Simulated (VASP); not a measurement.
# Bi2Te3 (R-3m) in VASP: settings compared, part 2 of 2

VASP 6.6.1. Earlier steps stand in the parts before.

### Step 5. Single point, PBE+D2

This run uses another cell than the first one, of 33.87 Å³/atom.

INCAR reads:

```
PREC     = Accurate       # precision mode
ENCUT    = 520            # plane-wave cutoff, eV
EDIFF    = 1E-7           # SCF threshold, eV
ISMEAR   = 0              # smearing method
SIGMA    = 0.02           # smearing width, eV
LREAL    = F              # projectors in reciprocal space
LASPH    = T              # aspherical terms in the spheres
ALGO     = Normal         # electronic algorithm
NELM     = 100            # most SCF steps
ISIF     = 2              # what is computed and relaxed
LWAVE    = F              # write WAVECAR
LCHARG   = F              # write CHGCAR
IVDW     = 1              # dispersion correction
```

KPOINTS reads:

```
k-points
0
Gamma
  5 5 5
```

POSCAR reads:

```
Bi2Te3
1.0
    2.1930000000      1.2661291403     10.1656666667
   -2.1930000000      1.2661291403     10.1656666667
    0.0000000000     -2.5322582807     10.1656666667
Bi Te
2 3
Direct
    0.6000000000      0.6000000000      0.6000000000
    0.4000000000      0.4000000000      0.4000000000
    0.7905000000      0.7905000000      0.7905000000
    0.2095000000      0.2095000000      0.2095000000
    0.0000000000      0.0000000000      0.0000000000
```

On the command line:

```
cat potpaw_PBE.64/Bi_d/POTCAR potpaw_PBE.64/Te/POTCAR > POTCAR
mpirun -np 1 vasp_std > vasp.out
```

Wall time 14 min (1 thread of Intel Xeon Platinum 8259CL at 2.50GHz (Skylake/Cascade Lake), shared host); peak memory 0.91 GiB.

Results (log left out):

* Free energy: -20.3728 eV
* Pressure: -0.6 GPa
* Largest force: 0.155 eV/Å
* Band gap on the k mesh: 0.28 eV
* Dispersion energy per atom: -0.407 eV

Forces on the atoms (eV/Å):
```
Bi   0.000  0.000  0.019
Bi   0.000  0.000 -0.019
Te   0.000  0.000 -0.155
Te   0.000  0.000  0.155
Te   0.000  0.000  0.000
```

Stress tensor (GPa, compression positive):
```
-0.77  0.00  0.00
 0.00 -0.77  0.00
 0.00  0.00 -0.12
```

Levels at points of the mesh, in eV from the valence-band top:
| k point | band 20 | band 21 | band 22 | band 23 | band 24 | band 25 | band 26 | band 27 | band 28 |
| --- | --- | --- | --- | --- | --- | --- | --- | --- | --- |
| (0.00, 0.00, 0.00) | -1.71 | -1.71 | -0.87 | -0.87 | 0.00 | 0.28 | 0.65 | 0.65 | 1.96 |

Caveat: spin-orbit coupling is left out, which moves the levels of the heavy elements; an odd mesh through Γ misses points on the zone boundary, where band edges can lie.

### Step 6. Single point, PBE+TS

This run uses another cell than the first one, of 33.87 Å³/atom.

Edit INCAR of step 5 so:

```diff
@@ -12,2 +12,2 @@
 LCHARG   = F              # write CHGCAR
-IVDW     = 1              # dispersion correction
+IVDW     = 2              # dispersion correction
```

KPOINTS is that of step 5.

POSCAR is that of step 5.

Potentials or basis: VASP PAW PBE potentials, release 64 (Bi_d, Te).

On the command line:

```
cat potpaw_PBE.64/Bi_d/POTCAR potpaw_PBE.64/Te/POTCAR > POTCAR
mpirun -np 1 vasp_std > vasp.out
```

It took 15 min on 1 thread of Intel Xeon Platinum 8259CL at 2.50GHz (Skylake/Cascade Lake), shared host; peak memory 0.94 GiB.

It converged, with:

- Free energy: -19.6228 eV
- Pressure: 0.7 GPa
- Largest force: 0.059 eV/Å
- Band gap on the k mesh: 0.28 eV
- Hirshfeld charges: Bi +0.17; Te -0.09, -0.16 (each value once) e
- Dispersion energy per atom: -0.257 eV

Forces in eV/Å, atoms in the order of the input:
```
Bi   0.000  0.000  0.004
Bi   0.000  0.000 -0.004
Te   0.000  0.000 -0.059
Te   0.000  0.000  0.059
Te   0.000  0.000  0.000
```

Stress tensor (GPa, compression positive):
```
0.94 0.00 0.00
0.00 0.94 0.00
0.00 0.00 0.18
```

Levels at points of the mesh, in eV from the valence-band top:
| k point | band 21 | band 22 | band 23 | band 24 | band 25 | band 26 | band 27 | band 28 |
| --- | --- | --- | --- | --- | --- | --- | --- | --- |
| (0.00, 0.00, 0.00) | -1.71 | -0.87 | -0.87 | 0.00 | 0.28 | 0.65 | 0.65 | 1.96 |

Caveat: spin-orbit coupling is left out, which moves the levels of the heavy elements; an odd mesh through Γ misses points on the zone boundary, where band edges can lie.

### Step 7. Overview

| level | cell | k mesh | smearing | dipole correction | gap on the mesh (eV) | pressure (GPa) | largest force (eV/Å) |
| --- | --- | --- | --- | --- | --- | --- | --- |
| PBEsol | a = 10.378 Å, angles 24.4°, 5 atoms | 6 × 6 × 6 | fermi-dirac 0.05 eV | no | 0.19 | 0.0 | 0.01 |
| PBEsol | a = 10.476 Å, angles 24.2°, 5 atoms | 6 × 6 × 6 | fermi-dirac 0.05 eV | no | 0.23 | -0.6 | 0.09 |
| PBEsol | a = 10.575 Å, angles 23.9°, 5 atoms | 6 × 6 × 6 | fermi-dirac 0.05 eV | no | 0.26 | -1.1 | 0.18 |
| PBE+D2 | a = 10.476 Å, angles 24.2°, 5 atoms | 5 × 5 × 5 | gaussian 0.02 eV | - | 0.28 | -0.6 | 0.16 |
| PBE+TS | a = 10.476 Å, angles 24.2°, 5 atoms | 5 × 5 × 5 | gaussian 0.02 eV | - | 0.28 | 0.7 | 0.06 |

Alike in all rows: task single point; potentials or basis VASP PAW PBE potentials, release 64 (Bi_d, Te); no spin polarisation; cutoff (eV) 520.

Caveats: spin-orbit coupling is left out, which moves the levels of the heavy elements; the PAW data sets were made with another functional, which shifts forces and pressure a little (at least some runs); an odd mesh through Γ misses points on the zone boundary, where band edges can lie (at least some runs).

Absolute energies hang on the potentials; compare differences alone.

### Step 8. Against experiment

Step 2. Measured gap of Bi2Te3: 0.17 eV (quoted in “Vacancy and Antisite-Induced Ferromagnetism in Liquid-Phase Exfoliated Bi2Te3”, 2024, arxiv:2412.10539). This calculation gives 0.19 eV (+0.02 eV). Spin-orbit coupling on Bi, Te is left out. The value is that of PBEsol on a finite k mesh, which can miss the band edges, without temperature or zero-point motion.

Step 3. Against the measured gap of Bi2Te3, 0.17 eV (quoted in “Vacancy and Antisite-Induced Ferromagnetism in Liquid-Phase Exfoliated Bi2Te3”, 2024, arxiv:2412.10539), the calculated 0.23 eV is off by +0.06 eV. Spin-orbit coupling on Bi, Te is left out. The value is that of PBEsol on a finite k mesh, which can miss the band edges, without temperature or zero-point motion.

Step 5. Against the measured gap of Bi2Te3, 0.17 eV (quoted in “Vacancy and Antisite-Induced Ferromagnetism in Liquid-Phase Exfoliated Bi2Te3”, 2024, arxiv:2412.10539), the calculated 0.28 eV is off by +0.11 eV. Spin-orbit coupling on Bi, Te is left out. The value is that of PBE+D2 on a finite k mesh, which can miss the band edges, without temperature or zero-point motion.

Step 6. Measured gap of Bi2Te3: 0.17 eV (quoted in “Vacancy and Antisite-Induced Ferromagnetism in Liquid-Phase Exfoliated Bi2Te3”, 2024, arxiv:2412.10539). This calculation gives 0.28 eV (+0.11 eV). Spin-orbit coupling on Bi, Te is left out. The value is that of PBE+TS on a finite k mesh, which can miss the band edges, without temperature or zero-point motion.
